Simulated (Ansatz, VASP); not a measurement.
CaC: VASP beside Ansatz

```
CELL_PARAMETERS angstrom
1.70133 -6.95157 0.00000
1.70133 6.95157 0.00000
0.00000 0.00000 2.76564
ATOMIC_POSITIONS crystal
Ca 0.87887 0.12113 0.25000
Ca 0.12113 0.87887 0.75000
C 0.52524 0.47476 0.25000
C 0.47476 0.52524 0.75000
```

Alike in both runs: task relaxation of cell and atoms; functional PBE; k mesh 6 × 6 × 6; occupations gaussian, width 0.1 eV; no spin polarisation.

|  | VASP | Ansatz |
| --- | --- | --- |
| version | VASP 6.6.1 | Ansatz 0.2.0 |
| potentials or method | VASP PAW PBE potentials, release 64 (Ca_sv, C), cutoff 600 eV | scalar-relativistic, plane waves, PAW |
| valence electrons in the cell | 28 | 28 |

```tsv
	VASP	Ansatz	Ansatz less VASP
gap on the k mesh at the Fermi level, each at its own relaxed structure (eV)	none	none	-
relaxed volume (Å³/atom)	16.41	16.38	-0.031
relaxed cell length with the largest relative difference (Å)	2.764	2.761	-0.0035
```

A gap of «none» marks a metal or a gap that the smearing closes.

The k mesh is coarse, so the values compare programs but aren't converged.
